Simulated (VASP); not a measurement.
# Si2Mo (Immm) in VASP: notebook

The runs below take Si2Mo through single point, with PBEsol.

All numbers are computed with VASP 6.6.1; they aren't measurements. Logs are shortened: lines on timing, memory, paths and dates and some standing lists are left out, and cuts for length are marked.

## Step 1: The cell of the first run

The structure is orthorhombic, space group Immm (No. 71). The conventional cell has a = 2.999 Å, b = 3.381 Å, c = 7.821 Å, α = 90.00°, β = 90.00°, γ = 90.00°. Within 3.4 Å of Si (site symmetry mm2) lie 9 Si at 2.58 to 3.38 Å and 5 Mo at 2.60 to 2.62 Å. Within 3.4 Å of Mo (site symmetry mmm) lie 10 Si at 2.60 to 2.62 Å and 4 Mo at 3.00 to 3.38 Å.

## Step 2: Single point, PBEsol (strain -0.0600 x Voigt [1, -1, 0, 0, 0, 0])

INCAR reads:

```
PREC = Accurate
ENCUT = 520
EDIFF = 1E-6
ISMEAR = 0
SIGMA = 0.15
LREAL = F
LASPH = T
NELM = 60
ALGO = Normal
ISIF = 2
LWAVE = F
LCHARG = F
GGA = PS
NBANDS = 18
```

KPOINTS reads:

```
Automatic mesh
0
Gamma
  20 20 20
```

POSCAR reads:

```
Si2Mo
1.0
   -1.4993329799      1.6907371901      3.9106920018
    1.4993329799     -1.6907371901      3.9106920018
    1.4993329799      1.6907371901     -3.9106920018
Si Mo
2 1
Direct
    0.3350596647      0.3350596647      0.0000000000
    0.6649403353      0.6649403353      0.0000000000
    0.0000000000      0.0000000000      0.0000000000
```

Potentials or basis: VASP PAW PBE potentials, release 64 (Si, Mo_sv).

Started as:

```
cat potpaw_PBE.64/Si/POTCAR potpaw_PBE.64/Mo_sv/POTCAR > POTCAR
mpirun -np 1 vasp_std > vasp.out
```

OUTCAR:

```text
PREC = Accurate
   ENCUT = 520
   EDIFF = 1E-6
   ISMEAR = 0
   LREAL = F
   LASPH = T
   NELM = 60
   ISIF = 2
   GGA = PS

 ion  position               nearest neighbor table
   1  0.335  0.335  0.000-   2 2.58   3 2.60   3 2.60   3 2.60   3 2.60   3 2.62   2 2.62   2 2.62
                             2 2.62   2 2.62
   2  0.665  0.665  0.000-   1 2.58   3 2.60   3 2.60   3 2.60   3 2.60   3 2.62   1 2.62   1 2.62
                             1 2.62   1 2.62
   3  0.000  0.000  0.000-   2 2.60   1 2.60   2 2.60   1 2.60   2 2.60   1 2.60   1 2.60   2 2.60
                             1 2.62   2 2.62

  LATTYP: Found a body centered orthorhombic cell.
 ALAT       =     2.9986659598
 B/A-ratio  =     1.1276595745
 C/A-ratio  =     2.6082878548

  Lattice vectors:

 A1 = (  -1.4993329799,   1.6907371901,   3.9106920018)
 A2 = (   1.4993329799,  -1.6907371901,   3.9106920018)
 A3 = (   1.4993329799,   1.6907371901,  -3.9106920018)

Analysis of symmetry for initial positions (statically):
=====================================================================
 Subroutine PRICEL returns:
 Original cell was already a primitive cell.

 Routine SETGRP: Setting up the symmetry group for a
 body centered orthorhombic supercell.

 Subroutine GETGRP returns: Found  8 space group operations
 (whereof  8 operations were pure point group operations)
 out of a pool of  8 trial point group operations.

The static configuration has the point symmetry D_2h.

Analysis of symmetry for dynamics (positions and initial velocities):
=====================================================================
 Subroutine PRICEL returns:
 Original cell was already a primitive cell.

 Routine SETGRP: Setting up the symmetry group for a
 body centered orthorhombic supercell.

 Subroutine GETGRP returns: Found  8 space group operations
 (whereof  8 operations were pure point group operations)
 out of a pool of  8 trial point group operations.

The dynamic configuration has the point symmetry D_2h.

 Subroutine INISYM returns: Found  8 space group operations
 (whereof  8 operations are pure point group operations),
 and found     1 'primitive' translations

----------------------------------------------------------------------------------------

                                     Primitive cell

  volume of cell :      39.6541

  direct lattice vectors                    reciprocal lattice vectors
    -1.499332980  1.690737190  3.910692002     0.000000000  0.295728989  0.127854610
     1.499332980 -1.690737190  3.910692002     0.333481626  0.000000000  0.127854610
     1.499332980  1.690737190 -3.910692002     0.333481626  0.295728989  0.000000000

  length of vectors
     4.516647381  4.516647381  4.516647381     0.322183855  0.357150943  0.445719228

  position of ions in fractional coordinates (direct lattice)
     0.335059665  0.335059665  0.000000000
     0.664940335  0.664940335  0.000000000
     0.000000000  0.000000000  0.000000000

  ion indices of the primitive-cell ions
   primitive index   ion index
                 1           1
                 2           2
                 3           3

----------------------------------------------------------------------------------------

 KPOINTS: Automatic mesh

Automatic generation of k-mesh.
 Grid dimensions read from file:
 generate k-points for:   20   20   20

 Generating k-lattice:

  Cartesian coordinates                     Fractional coordinates (reciprocal lattice)
     0.000000000  0.014786449  0.006392730     0.050000000  0.000000000  0.000000000
     0.016674081  0.000000000  0.006392730     0.000000000  0.050000000  0.000000000
     0.016674081  0.014786449  0.000000000     0.000000000  0.000000000  0.050000000

  Length of vectors
     0.016109193  0.017857547  0.022285961

  Shift w.r.t. Gamma in fractional coordinates (k-lattice)
     0.000000000  0.000000000  0.000000000

 Subroutine IBZKPT returns following result:
 ===========================================

 Found   1166 irreducible k-points:

 Following reciprocal coordinates:
            Coordinates               Weight
  0.000000  0.000000  0.000000      1.000000
  0.050000  0.000000  0.000000      4.000000
  0.100000 -0.000000  0.000000      4.000000
  0.150000  0.000000  0.000000      4.000000
  0.200000 -0.000000  0.000000      4.000000
  0.250000  0.000000  0.000000      4.000000
[... 16 lines left out ...]
 -0.450000  0.050000  0.000000      8.000000
 -0.400000  0.050000 -0.000000      8.000000
 [... further k-points ...]
   k-points           NKPTS =   1166   k-points in BZ     NKDIM =   1166   number of bands    NBANDS=     18
   number of dos      NEDOS =    301   number of ions     NIONS =      3
   total plane-waves  NPLWV =  46656
   dimension x,y,z NGX =    36 NGY =   36 NGZ =   36
   dimension x,y,z NGXF=    72 NGYF=   72 NGZF=   72
   ions per type =               2   1
   NGX,Y,Z   is equivalent  to a cutoff of  13.25, 13.25, 13.25 a.u.
   NGXF,Y,Z  is equivalent  to a cutoff of  26.50, 26.50, 26.50 a.u.
 SYSTEM =  unknown system
   PREC   = accura    normal or accurate (medium, high low for compatibility)
   ISTART =      0    job   : 0-new  1-cont  2-samecut
   ICHARG =      2    charge: 1-file 2-atom 10-const
   ISPIN  =      1    spin polarized calculation?
   LNONCOLLINEAR =      F non collinear calculations
   LSORBIT =      F    spin-orbit coupling
   LASPH  =      T    aspherical Exc in radial PAW
   ENCUT  =  520.0 eV  38.22 Ry    6.18 a.u.   8.40  8.40  8.40*2*pi/ulx,y,z
   NELM   =     60;   NELMIN=  2; NELMDL= -5     # of ELM steps
   EDIFF  = 0.1E-05   stopping-criterion for ELM
   LREAL  =      F    real-space projection
   EDIFFG = 0.1E-04   stopping-criterion for IOM
   NSW    =      0    number of steps for IOM
   IBRION =     -1    ionic relax: 0-MD 1-quasi-New 2-CG
   NFREE  =      0    steps in history (QN), initial steepest desc. (CG)
   ISIF   =      2    stress and relaxation
   ISYM   =      2    0-nonsym 1-usesym 2-fastsym
   POTIM  = 0.5000    time-step for ionic-motion
   TEBEG  =    0.0;   TEEND  =   0.0 temperature during run
   PSTRESS=    0.0 pullay stress
   NELECT =      22.0000    total number of electrons
   NUPDOWN=      -1.0000    fix difference up-down
   EMIN   =  10.00;   EMAX   =-10.00  energy-range for DOS
   EFERMI =   0.00;   METHOD = LEGACY
   ISMEAR =     0;   SIGMA  =   0.15  broadening in eV -4-tet -1-fermi 0-gaus
   EFERMI_NEDOS =   21; number of points for ismear=-14 and -15
   IALGO  =     38    algorithm
   IMIX   =      4    mixing-type and parameters
     AMIX     =   0.40;   BMIX     =  1.00
     AMIX_MAG =   1.60;   BMIX_MAG =  1.00
  volume/ion in A,a.u.               =      13.22        89.20
  Fermi-wavevector in a.u.,A,eV,Ry     =   1.345199  2.542057 24.620554  1.809560
  Thomas-Fermi vector in A             =   2.473131
   LORBIT       =      0    0 simple, 1 ext, 2 COOP (PROOUT), +10 PAW based schemes
   GGA     = PS    functional components
   LHFCALC =     F    Hartree Fock is set to
   AEXX    =    0.0000 exact exchange contribution
   IVDW    =     0    specifies the selected vdW correction
   LEPSILON=     F    determine dielectric tensor
   LRPA    =     F    only Hartree local field effects (RPA)
 non-spin polarized calculation
 Gauss-broadening in eV      SIGMA  =   0.15
  energy-cutoff  :      520.00
  volume of cell :       39.65
 maximum number of plane-waves:      1105
 NGX is ok and might be reduce to    36
   NGX = 17   NGY = 17   NGZ = 17

 number of electron      22.0000000 magnetization

 Free energy of the ion-electron system (eV)
  ---------------------------------------------------
  ext. energy  EPLUGINS =         0.00000000
  ---------------------------------------------------
  free energy    TOTEN  =       -24.82325332 eV

  energy without entropy =      -24.81637237  energy(sigma->0) =      -24.81981285

 E-fermi :  12.5655     XC(G=0): -12.5804

 val. band max:       12.5626527552   @ k =   0.4000  -0.1500   0.1500
 cond. band min:      12.5675269357   @ k =   0.3500  -0.3500   0.3500
 fundamental gap:      0.0048741805
 Fermi energy:        12.5654945195

 k-point     1 :       0.0000    0.0000    0.0000
  band No.  band energies     occupation
      1     -48.1798      2.00000
      2     -22.4424      2.00000
      3     -22.3730      2.00000
      4     -22.0919      2.00000
      5      -1.1505      2.00000
      6       5.8865      2.00000
[... 10 lines left out ...]
     17      17.2116      0.00000
     18      18.3117      0.00000

 k-point     2 :       0.0500    0.0000    0.0000
  band No.  band energies     occupation
      1     -48.1796      2.00000
      2     -22.4465      2.00000
      3     -22.3728      2.00000
      4     -22.0916      2.00000
      5      -1.1083      2.00000
      6       5.8858      2.00000
[... 10 lines left out ...]
     17      17.4147      0.00000
     18      18.3532      0.00000

 k-point     3 :       0.1000   -0.0000    0.0000
  band No.  band energies     occupation
      1     -48.1789      2.00000
      2     -22.4584      2.00000
      3     -22.3723      2.00000
      4     -22.0907      2.00000
      5      -0.9826      2.00000
      6       5.8684      2.00000
[... 10 lines left out ...]
     17      17.9391      0.00000
     18      18.5235      0.00000

 k-point     4 :       0.1500    0.0000    0.0000
  band No.  band energies     occupation
      1     -48.1778      2.00000
      2     -22.4769      2.00000
      3     -22.3714      2.00000
      4     -22.0893      2.00000
      5      -0.7757      2.00000
      6       5.7787      2.00000
[... 375 lines left out ...]
      4     -22.0905      2.00000
      5       2.3535      2.00000
      6       2.5060      2.00000
[... 10 lines left out ...]
     17      20.0977      0.00000
     18      20.6159      0.00000

 k-point    23 :      -0.4500    0.0500    0.0000
  band No.  band energies     occupation
      1     -48.1692      2.00000
      2     -22.6020      2.00000
      3     -22.3637      2.00000
      4     -22.0908      2.00000
      5       1.7873      2.00000
      6       3.0746      2.00000
[... 10 lines left out ...]
     17      20.1217      0.00000
     18      20.9955      0.00000

 k-point    24 :      -0.4000    0.0500   -0.0000
  band No.  band energies     occupation
      1     -48.1699      2.00000
      2     -22.5905      2.00000
      3     -22.3640      2.00000
      4     -22.0917      2.00000
      5       1.2388      2.00000
      6       3.6453      2.00000
[... 10 lines left out ...]
     17      20.1475      0.00000
     18      21.6893      0.00000

 [... further k-points ...]
[... 5 lines left out ...]
  --------------------------------------------------------------------------------------
  -------------------------------------------------------------------------------------
  Total        4.6862537     -3.6063426      0.2508674      0.0000000      0.0000000      0.0000000
  in kB      189.3427039   -145.7101368     10.1360099      0.0000000      0.0000000      0.0000000
  external PRESSURE =      17.9228590 kB  Pullay stress =       0.0000000 kB

 VOLUME and BASIS-vectors are now :
 -----------------------------------------------------------------------------
  energy-cutoff  :      520.00
  volume of cell :       39.65
      direct lattice vectors                 reciprocal lattice vectors
    -1.499332980  1.690737190  3.910692002     0.000000000  0.295728989  0.127854610
     1.499332980 -1.690737190  3.910692002     0.333481626  0.000000000  0.127854610
     1.499332980  1.690737190 -3.910692002     0.333481626  0.295728989  0.000000000

 POSITION                                       TOTAL-FORCE (eV/Angst)
 -----------------------------------------------------------------------------------
      0.00000      0.00000      2.62063        -0.000000     -0.000000      0.005020
      0.00000      0.00000      5.20075         0.000000      0.000000     -0.005020
      0.00000      0.00000      0.00000         0.000000      0.000000      0.000000
 -----------------------------------------------------------------------------------
    total drift:                               -0.000000      0.000000      0.000000

  FREE ENERGIE OF THE ION-ELECTRON SYSTEM (eV)
  ---------------------------------------------------
  free  energy   TOTEN  =       -24.8232533245 eV

  energy  without entropy=      -24.8163723728  energy(sigma->0) =      -24.81981285
```

Wall time 8.6 min (1 thread of AMD EPYC 9R45 (Zen 5), shared host); peak memory 0.82 GiB.

Results:

```
Free energy            : -24.8233 eV
Pressure               : 1.8 GPa
Largest force          : 0.005 eV/Å
Band gap on the k mesh : zero (bands 11 and 12 overlap by 0.80 eV)
```

Forces on the atoms (eV/Å):
```
Si   0.000  0.000  0.005
Si   0.000  0.000 -0.005
Mo   0.000  0.000  0.000
```

Stress tensor (GPa, compression positive):
```
 18.93   0.00   0.00
  0.00 -14.57   0.00
  0.00   0.00   1.01
```

Levels at points of the mesh, in eV from the Fermi level:
```tsv
k point	band 8	band 9	band 10	band 11	band 12	band 13	band 14	band 15
(0.00, 0.00, 0.00)	-3.70	-3.34	-1.60	0.38	1.75	2.36	3.96	4.47
(0.50, 0.00, 0.00)	-4.95	-2.92	-1.80	-0.03	1.07	3.80	4.13	4.21
(0.00, 0.50, 0.00)	-4.46	-3.54	-2.67	-1.16	2.05	2.97	3.70	4.10
(0.50, 0.50, 0.00)	-5.27	-4.60	-3.27	-1.35	1.63	3.08	3.10	3.16
(0.50, 0.50, 0.50)	-2.44	-1.94	-1.44	0.03	0.51	0.93	4.22	4.44
```

Caveat: the cell differs from its parent crystal (strain -0.0600 x Voigt [1, -1, 0, 0, 0, 0]); the PAW data sets were made with another functional, which shifts forces and pressure a little.

## Step 3: Single point, PBEsol (strain +0.0450 x Voigt [1, -1, 0, 0, 0, 0])

INCAR reads:

```
SYSTEM = Si2Mo
PREC = Accurate
ENCUT = 520
EDIFF = 1E-6
ISMEAR = 0
SIGMA = 0.15
LREAL = .False.
LASPH = .True.
NELM = 80
ALGO = Normal
ISIF = 2
LWAVE = .False.
LCHARG = .False.
GGA = PS
NBANDS = 18
```

KPOINTS reads:

```
regular mesh
0
Gamma
  20 20 20
  0 0 0
```

POSCAR reads:

```
Si2Mo
1.0
   -1.6668116638      1.5232585062      3.9106920018
    1.6668116638     -1.5232585062      3.9106920018
    1.6668116638      1.5232585062     -3.9106920018
Si Mo
2 1
Direct
    0.3350596647      0.3350596647      0.0000000000
    0.6649403353      0.6649403353      0.0000000000
    0.0000000000      0.0000000000      0.0000000000
```

Potentials or basis: VASP PAW PBE potentials, release 64 (Si, Mo_sv).

Started as:

```
cat potpaw_PBE.64/Si/POTCAR potpaw_PBE.64/Mo_sv/POTCAR > POTCAR
mpirun -np 1 vasp_std > vasp.out
```

It took 8.1 min on 1 thread of AMD EPYC 9R45 (Zen 5), shared host; peak memory 0.81 GiB.

Results (log left out):

```yaml
Free_energy: -24.9346 eV
Pressure: 1.2 GPa
Band_gap_on_the_k_mesh: zero (bands 11 and 12 overlap by 0.74 eV)
```

Stress tensor (GPa, compression positive):
```
-11.48   0.00   0.00
  0.00  14.25   0.00
  0.00   0.00   0.73
```

Levels at points of the mesh, in eV from the Fermi level:
| k point | band 9 | band 10 | band 11 | band 12 | band 13 | band 14 |
| --- | --- | --- | --- | --- | --- | --- |
| (0.00, 0.00, 0.00) | -3.25 | -1.83 | 0.39 | 2.13 | 2.68 | 4.05 |
| (0.50, 0.00, 0.00) | -3.29 | -2.62 | -0.98 | 2.33 | 2.87 | 3.89 |
| (0.00, 0.50, 0.00) | -2.81 | -1.99 | -0.13 | 1.42 | 3.94 | 3.94 |
| (0.50, 0.50, 0.00) | -4.54 | -3.19 | -1.28 | 1.88 | 3.03 | 3.13 |
| (0.50, 0.50, 0.50) | -1.55 | -1.20 | -0.09 | 0.52 | 0.59 | 4.58 |

Caveat: the cell differs from its parent crystal (strain +0.0450 x Voigt [1, -1, 0, 0, 0, 0]); the PAW data sets were made with another functional, which shifts forces and pressure a little.
